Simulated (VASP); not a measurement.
# SrTiO3 (Imma) in VASP: a series of runs

SrTiO3 is run at these levels: PBE+U, PBE; tasks: single point.

Program: VASP 6.6.1. These are calculated values, not measurements. Logs are shortened: lines on timing, memory, paths and dates and some standing lists are left out, and cuts for length are marked.

## Step 1: The cell of the first run

The structure is orthorhombic, space group Imma (No. 74). Conventional cell: a = 5.567 Å, b = 7.873 Å, c = 5.567 Å, α = 90.00°, β = 90.00°, γ = 90.00°. Sr (site symmetry 2/m) has 12 O at 2.78 Å and 8 Ti at 3.38 to 3.44 Å within 3.7 Å. Within 2.6 Å of Ti (site symmetry mm2) lie 6 O at 1.94 to 1.99 Å. Within 2.6 Å of O (site symmetry 2/m) lie 2 Ti at 1.99 Å. Within 2.6 Å of O (site symmetry 2/m) lie 2 Ti at 1.94 Å. Within 2.6 Å of O (site symmetry 2/m) lie 2 Ti at 1.97 Å.

## Step 2: Single point, PBE+U

Contents of INCAR:

```
SYSTEM = SrTiO3
PREC = Accurate ; ENCUT = 520
EDIFF = 1E-7 ; ISMEAR = 0
SIGMA = 0.05 ; LREAL = .False.
LASPH = .True. ; NELM = 150
ALGO = Normal ; ISIF = 2
LWAVE = .False. ; LCHARG = .False.
LMAXMIX = 4 ; LDAU = .True.
LDAUTYPE = 2 ; LDAUL = -1 2 -1
LDAUU = 0 4 0 ; LDAUJ = 0 0 0
LDAUPRINT = 1 ; GGA = PE
NBANDS = 51
```

Contents of KPOINTS:

```
regular mesh
0
Gamma
  6 6 6
  0 0 0
```

Contents of POSCAR:

```
SrTiO3
1.0
   -3.9364035682      0.0000000000     -3.9364035682
    0.0000000000     -3.9364035682     -3.9364035682
   -3.9364035682     -3.9364035682      0.0000000000
Sr Ti O
2 2 6
Direct
    0.0000000000      0.0000000000      0.0000000000
    0.5000000000      0.5000000000      0.5000000000
    0.2500000000      0.2500000000      0.2567362261
    0.7500000000      0.7500000000      0.7432637739
    0.0000000000      0.5000000000      0.0000000000
    0.5000000000      0.0000000000      0.5000000000
    0.0000000000      0.5000000000      0.5000000000
    0.5000000000      0.0000000000      0.0000000000
    0.0000000000      0.0000000000      0.5000000000
    0.5000000000      0.5000000000      0.0000000000
```

Potentials or basis: VASP PAW PBE potentials, release 64 (Sr_sv, Ti_sv, O).

Launch:

```sh
$ cat potpaw_PBE.64/Sr_sv/POTCAR potpaw_PBE.64/Ti_sv/POTCAR potpaw_PBE.64/O/POTCAR > POTCAR
$ mpirun -np 1 vasp_std > vasp.out
```

OUTCAR:

```text
SYSTEM = SrTiO3
   PREC = Accurate
   ENCUT = 520
   EDIFF = 1E-7
   ISMEAR = 0
   LREAL = .False.
   LASPH = .True.
   NELM = 150
   ISIF = 2
   GGA = PE

 ion  position               nearest neighbor table
   1  0.000  0.000  0.000-   5 2.78   8 2.78   9 2.78   6 2.78   7 2.78   9 2.78   5 2.78   7 2.78
                            10 2.78   6 2.78   8 2.78  10 2.78   3 3.38   4 3.38   3 3.41   4 3.41
   2  0.500  0.500  0.500-   6 2.78   7 2.78  10 2.78   5 2.78   8 2.78  10 2.78   6 2.78   8 2.78
                             9 2.78   5 2.78   7 2.78   9 2.78   3 3.38   4 3.38   4 3.41   3 3.41
   3  0.250  0.250  0.257-   6 1.94   7 1.94   9 1.97  10 1.97   5 1.99   8 1.99   1 3.38   2 3.38
                             2 3.41   2 3.41   1 3.41   1 3.41   1 3.44   2 3.44
   4  0.750  0.750  0.743-   6 1.94   7 1.94   9 1.97  10 1.97   5 1.99   8 1.99   2 3.38   1 3.38
                             2 3.41   2 3.41   1 3.41   1 3.41   2 3.44   1 3.44
   5  0.000  0.500  0.000-   3 1.99   4 1.99   1 2.78   2 2.78   1 2.78   2 2.78
   6  0.500  0.000  0.500-   3 1.94   4 1.94   2 2.78   1 2.78   2 2.78   1 2.78
   7  0.000  0.500  0.500-   3 1.94   4 1.94   2 2.78   1 2.78   1 2.78   2 2.78
   8  0.500  0.000  0.000-   3 1.99   4 1.99   1 2.78   2 2.78   2 2.78   1 2.78
   9  0.000  0.000  0.500-   3 1.97   4 1.97   1 2.78   1 2.78   2 2.78   2 2.78
  10  0.500  0.500  0.000-   3 1.97   4 1.97   2 2.78   2 2.78   1 2.78   1 2.78

  LATTYP: Found a face centered cubic cell.
 ALAT       =     7.8728071364

  Lattice vectors:

 A1 = (  -3.9364035682,   0.0000000000,  -3.9364035682)
 A2 = (   0.0000000000,  -3.9364035682,  -3.9364035682)
 A3 = (  -3.9364035682,  -3.9364035682,   0.0000000000)

Analysis of symmetry for initial positions (statically):
=====================================================================
 Subroutine PRICEL returns:
 Original cell was already a primitive cell.

 Routine SETGRP: Setting up the symmetry group for a
 face centered cubic supercell.

 Subroutine GETGRP returns: Found  8 space group operations
 (whereof  4 operations were pure point group operations)
 out of a pool of 48 trial point group operations.

The static configuration has the point symmetry C_2h.
 The point group associated with its full space group is D_2h.

Analysis of symmetry for dynamics (positions and initial velocities):
=====================================================================
 Subroutine PRICEL returns:
 Original cell was already a primitive cell.

 Routine SETGRP: Setting up the symmetry group for a
 face centered cubic supercell.

 Subroutine GETGRP returns: Found  8 space group operations
 (whereof  4 operations were pure point group operations)
 out of a pool of 48 trial point group operations.

The dynamic configuration has the point symmetry C_2h.
 The point group associated with its full space group is D_2h.

 Subroutine INISYM returns: Found  8 space group operations
 (whereof  4 operations are pure point group operations),
 and found     1 'primitive' translations

----------------------------------------------------------------------------------------

                                     Primitive cell

  volume of cell :     121.9913

  direct lattice vectors                    reciprocal lattice vectors
    -3.936403568  0.000000000 -3.936403568    -0.127019497  0.127019497 -0.127019497
     0.000000000 -3.936403568 -3.936403568     0.127019497 -0.127019497 -0.127019497
    -3.936403568 -3.936403568  0.000000000    -0.127019497 -0.127019497  0.127019497

  length of vectors
     5.566915313  5.566915313  5.566915313     0.220004222  0.220004222  0.220004222

  position of ions in fractional coordinates (direct lattice)
     0.000000000  0.000000000  0.000000000
     0.500000000  0.500000000  0.500000000
     0.250000000  0.250000000  0.256736226
     0.750000000  0.750000000  0.743263774
     0.000000000  0.500000000  0.000000000
     0.500000000  0.000000000  0.500000000
     0.000000000  0.500000000  0.500000000
     0.500000000  0.000000000  0.000000000
     0.000000000  0.000000000  0.500000000
     0.500000000  0.500000000  0.000000000

  ion indices of the primitive-cell ions
   primitive index   ion index
                 1           1
                 2           2
[... 95 lines left out ...]
   ISMEAR =     0;   SIGMA  =   0.05  broadening in eV -4-tet -1-fermi 0-gaus
   EFERMI_NEDOS =   21; number of points for ismear=-14 and -15
   IALGO  =     38    algorithm
   IMIX   =      4    mixing-type and parameters
     AMIX     =   0.40;   BMIX     =  1.00
     AMIX_MAG =   1.60;   BMIX_MAG =  1.00
  volume/ion in A,a.u.               =      12.20        82.32
  Fermi-wavevector in a.u.,A,eV,Ry     =   1.422313  2.687782 27.524240  2.022975
  Thomas-Fermi vector in A             =   2.543030
   LORBIT       =      0    0 simple, 1 ext, 2 COOP (PROOUT), +10 PAW based schemes
 LDA+U is selected, type is set to LDAUTYPE =  2
   angular momentum for each species LDAUL =    -1    2   -1
   U (eV)           for each species LDAUU =   0.0  4.0  0.0
   J (eV)           for each species LDAUJ =   0.0  0.0  0.0
   GGA     = PE    functional components
   LHFCALC =     F    Hartree Fock is set to
   AEXX    =    0.0000 exact exchange contribution
   IVDW    =     0    specifies the selected vdW correction
   LEPSILON=     F    determine dielectric tensor
   LRPA    =     F    only Hartree local field effects (RPA)
 non-spin polarized calculation
 Gauss-broadening in eV      SIGMA  =   0.05
  energy-cutoff  :      520.00
  volume of cell :      121.99
 maximum number of plane-waves:      3306
 NGX is ok and might be reduce to    42
   NGX = 21   NGY = 21   NGZ = 21

atom =   3  type =  2  l = 2

 onsite density matrix

spin component  1

  0.1029 -0.0000  0.0002 -0.0000  0.0000
 -0.0000  0.1027  0.0000  0.0000 -0.0000
  0.0002  0.0000  0.2495  0.0000 -0.0000
 -0.0000  0.0000  0.0000  0.1027 -0.0000
  0.0000 -0.0000 -0.0000 -0.0000  0.2500

spin component  2

  0.1029 -0.0000  0.0002 -0.0000  0.0000
 -0.0000  0.1027  0.0000  0.0000 -0.0000
  0.0002  0.0000  0.2495  0.0000 -0.0000
 -0.0000  0.0000  0.0000  0.1027 -0.0000
  0.0000 -0.0000 -0.0000 -0.0000  0.2500

 occupancies and eigenvectors

  o =  0.1026  v =  0.0000 -0.7071 -0.0000  0.7071  0.0000  0.0000  0.0000  0.0000  0.0000  0.0000      0.0000  0.0000  0.0000  0.0000  0.0000  0.0000  0.0000  0.0000  0.0000  0.0000
  o =  0.1026  v =  0.0000  0.0000  0.0000  0.0000  0.0000  0.0000 -0.7071 -0.0000  0.7071  0.0000      0.0000  0.0000  0.0000  0.0000  0.0000  0.0000  0.0000  0.0000  0.0000  0.0000
  o =  0.1027  v =  0.0000  0.7071 -0.0000  0.7071 -0.0000  0.0000  0.0000  0.0000  0.0000  0.0000      0.0000  0.0000  0.0000  0.0000  0.0000  0.0000  0.0000  0.0000  0.0000  0.0000
  o =  0.1027  v =  0.0000  0.0000  0.0000  0.0000  0.0000  0.0000  0.7071 -0.0000  0.7071 -0.0000      0.0000  0.0000  0.0000  0.0000  0.0000  0.0000  0.0000  0.0000  0.0000  0.0000
  o =  0.1029  v =  0.0000  0.0000  0.0000  0.0000  0.0000  1.0000  0.0000 -0.0014 -0.0000  0.0000      0.0000  0.0000  0.0000  0.0000  0.0000  0.0000  0.0000  0.0000  0.0000  0.0000
  o =  0.1029  v =  1.0000  0.0000 -0.0014 -0.0000  0.0000  0.0000  0.0000  0.0000  0.0000  0.0000      0.0000  0.0000  0.0000  0.0000  0.0000  0.0000  0.0000  0.0000  0.0000  0.0000
  o =  0.2495  v = -0.0014  0.0000 -1.0000  0.0000  0.0000  0.0000  0.0000  0.0000  0.0000  0.0000      0.0000  0.0000  0.0000  0.0000  0.0000  0.0000  0.0000  0.0000  0.0000  0.0000
  o =  0.2495  v =  0.0000  0.0000  0.0000  0.0000  0.0000 -0.0014  0.0000 -1.0000  0.0000  0.0000      0.0000  0.0000  0.0000  0.0000  0.0000  0.0000  0.0000  0.0000  0.0000  0.0000
  o =  0.2500  v = -0.0000  0.0000  0.0000 -0.0000  1.0000  0.0000  0.0000  0.0000  0.0000  0.0000      0.0000  0.0000  0.0000  0.0000  0.0000  0.0000  0.0000  0.0000  0.0000  0.0000
  o =  0.2500  v =  0.0000  0.0000  0.0000  0.0000  0.0000 -0.0000  0.0000  0.0000 -0.0000  1.0000      0.0000  0.0000  0.0000  0.0000  0.0000  0.0000  0.0000  0.0000  0.0000  0.0000

atom =   4  type =  2  l = 2

 onsite density matrix

spin component  1

  0.1029 -0.0000  0.0002  0.0000  0.0000
 -0.0000  0.1027  0.0000  0.0000 -0.0000
  0.0002  0.0000  0.2495  0.0000 -0.0000
  0.0000  0.0000  0.0000  0.1027  0.0000
  0.0000 -0.0000 -0.0000  0.0000  0.2500

spin component  2

  0.1029 -0.0000  0.0002  0.0000  0.0000
 -0.0000  0.1027  0.0000  0.0000 -0.0000
  0.0002  0.0000  0.2495  0.0000 -0.0000
  0.0000  0.0000  0.0000  0.1027  0.0000
  0.0000 -0.0000 -0.0000  0.0000  0.2500

 occupancies and eigenvectors

  o =  0.1026  v =  0.0000  0.7071 -0.0000 -0.7071  0.0000  0.0000  0.0000  0.0000  0.0000  0.0000      0.0000  0.0000  0.0000  0.0000  0.0000  0.0000  0.0000  0.0000  0.0000  0.0000
  o =  0.1026  v =  0.0000  0.0000  0.0000  0.0000  0.0000  0.0000  0.7071 -0.0000 -0.7071  0.0000      0.0000  0.0000  0.0000  0.0000  0.0000  0.0000  0.0000  0.0000  0.0000  0.0000
  o =  0.1027  v =  0.0000  0.7071 -0.0000  0.7071 -0.0000  0.0000  0.0000  0.0000  0.0000  0.0000      0.0000  0.0000  0.0000  0.0000  0.0000  0.0000  0.0000  0.0000  0.0000  0.0000
  o =  0.1027  v =  0.0000  0.0000  0.0000  0.0000  0.0000  0.0000  0.7071 -0.0000  0.7071 -0.0000      0.0000  0.0000  0.0000  0.0000  0.0000  0.0000  0.0000  0.0000  0.0000  0.0000
  o =  0.1029  v =  0.0000  0.0000  0.0000  0.0000  0.0000  1.0000 -0.0000 -0.0014  0.0000  0.0000      0.0000  0.0000  0.0000  0.0000  0.0000  0.0000  0.0000  0.0000  0.0000  0.0000
  o =  0.1029  v =  1.0000 -0.0000 -0.0014  0.0000  0.0000  0.0000  0.0000  0.0000  0.0000  0.0000      0.0000  0.0000  0.0000  0.0000  0.0000  0.0000  0.0000  0.0000  0.0000  0.0000
  o =  0.2495  v =  0.0000  0.0000  0.0000  0.0000  0.0000 -0.0014 -0.0000 -1.0000  0.0000  0.0000      0.0000  0.0000  0.0000  0.0000  0.0000  0.0000  0.0000  0.0000  0.0000  0.0000
  o =  0.2495  v = -0.0014 -0.0000 -1.0000  0.0000  0.0000  0.0000  0.0000  0.0000  0.0000  0.0000      0.0000  0.0000  0.0000  0.0000  0.0000  0.0000  0.0000  0.0000  0.0000  0.0000
  o =  0.2500  v = -0.0000  0.0000  0.0000  0.0000  1.0000  0.0000  0.0000  0.0000  0.0000  0.0000      0.0000  0.0000  0.0000  0.0000  0.0000  0.0000  0.0000  0.0000  0.0000  0.0000
  o =  0.2500  v =  0.0000  0.0000  0.0000  0.0000  0.0000 -0.0000  0.0000  0.0000  0.0000  1.0000      0.0000  0.0000  0.0000  0.0000  0.0000  0.0000  0.0000  0.0000  0.0000  0.0000

 number of electron      80.0000026 magnetization

 Free energy of the ion-electron system (eV)
  ---------------------------------------------------
  ext. energy  EPLUGINS =         0.00000000
  ---------------------------------------------------
  free energy    TOTEN  =       -74.73844513 eV

  energy without entropy =      -74.73844513  energy(sigma->0) =      -74.73844513

 E-fermi :   4.5718     XC(G=0): -11.1524

 val. band max:        4.1707594975   @ k =   0.0000   0.0000   0.0000
 cond. band min:       6.4277105019   @ k =   0.0000   0.0000   0.0000
 fundamental gap:      2.2569510044
 Fermi energy:         4.5718053399

 k-point     1 :       0.0000    0.0000    0.0000
  band No.  band energies     occupation
      1     -53.5047      2.00000
      2     -53.5011      2.00000
      3     -29.7406      2.00000
      4     -29.7388      2.00000
      5     -29.7365      2.00000
      6     -29.6889      2.00000
[... 1285 lines left out ...]
     50      10.3229      0.00000
     51      11.0834      0.00000

 [... further k-points ...]
[... 5 lines left out ...]
  --------------------------------------------------------------------------------------
  -------------------------------------------------------------------------------------
  Total        3.3428137      3.3428137      3.1543026     -0.0619510      0.0000000      0.0000000
  in kB       43.9029708     43.9029708     41.4271538     -0.8136364      0.0000000      0.0000000
  external PRESSURE =      43.0776984 kB  Pullay stress =       0.0000000 kB

 VOLUME and BASIS-vectors are now :
 -----------------------------------------------------------------------------
  energy-cutoff  :      520.00
  volume of cell :      121.99
      direct lattice vectors                 reciprocal lattice vectors
    -3.936403568  0.000000000 -3.936403568    -0.127019497  0.127019497 -0.127019497
     0.000000000 -3.936403568 -3.936403568     0.127019497 -0.127019497 -0.127019497
    -3.936403568 -3.936403568  0.000000000    -0.127019497 -0.127019497  0.127019497

 POSITION                                       TOTAL-FORCE (eV/Angst)
 -----------------------------------------------------------------------------------
      0.00000      0.00000      0.00000        -0.000000      0.000000      0.000000
     -3.93640     -3.93640     -3.93640         0.000000      0.000000      0.000000
     -1.99472     -1.99472     -1.96820         0.916162      0.916162     -0.000000
     -5.87809     -5.87809     -5.90461        -0.916162     -0.916162     -0.000000
      0.00000     -1.96820     -1.96820         0.000000      0.000000      0.000000
     -3.93640     -1.96820     -1.96820         0.000000      0.000000      0.000000
     -1.96820     -3.93640     -1.96820        -0.000000      0.000000      0.000000
     -1.96820      0.00000     -1.96820        -0.000000      0.000000      0.000000
     -1.96820     -1.96820      0.00000         0.000000      0.000000      0.000000
     -1.96820     -1.96820     -3.93640         0.000000      0.000000      0.000000
 -----------------------------------------------------------------------------------
    total drift:                                0.000000     -0.000000     -0.000000

  FREE ENERGIE OF THE ION-ELECTRON SYSTEM (eV)
  ---------------------------------------------------
  free  energy   TOTEN  =       -74.7384451281 eV

  energy  without entropy=      -74.7384451281  energy(sigma->0) =      -74.73844513
```

Run time: 6.4 min. Hardware: 1 thread of Intel Xeon Platinum 8375C at 2.90GHz (Ice Lake), shared host; peak memory 0.41 GiB.

Results:

```yaml
Free_energy: -74.7384 eV
Pressure: 4.3 GPa
Largest_force: 1.296 eV/Å
Band_gap_on_the_k_mesh: 2.26 eV
```

Forces in eV/Å, atoms in the order of the input:
```
Sr   0.000  0.000  0.000
Sr   0.000  0.000  0.000
Ti   0.916  0.916  0.000
Ti  -0.916 -0.916  0.000
O    0.000  0.000  0.000
O    0.000  0.000  0.000
O    0.000  0.000  0.000
O    0.000  0.000  0.000
O    0.000  0.000  0.000
O    0.000  0.000  0.000
```

Stress tensor (GPa, compression positive):
```
 4.39 -0.08  0.00
-0.08  4.39  0.00
 0.00  0.00  4.14
```

Eigenvalues of the final occupation matrices:
| site | spin | trace | eigenvalues |
| --- | --- | --- | --- |
| site 3 d | 1 | 0.81 | 0.10 0.10 0.10 0.25 0.25 |
| site 3 d | 2 | 0.81 | 0.10 0.10 0.10 0.25 0.25 |
| site 4 d | 1 | 0.81 | 0.10 0.10 0.10 0.25 0.25 |
| site 4 d | 2 | 0.81 | 0.10 0.10 0.10 0.25 0.25 |

Caveat: the cell stands under pressure; forces of over 1 eV/Å act on the atoms, so gaps and moduli don't describe the material at rest.

[end of part 1 of 2]
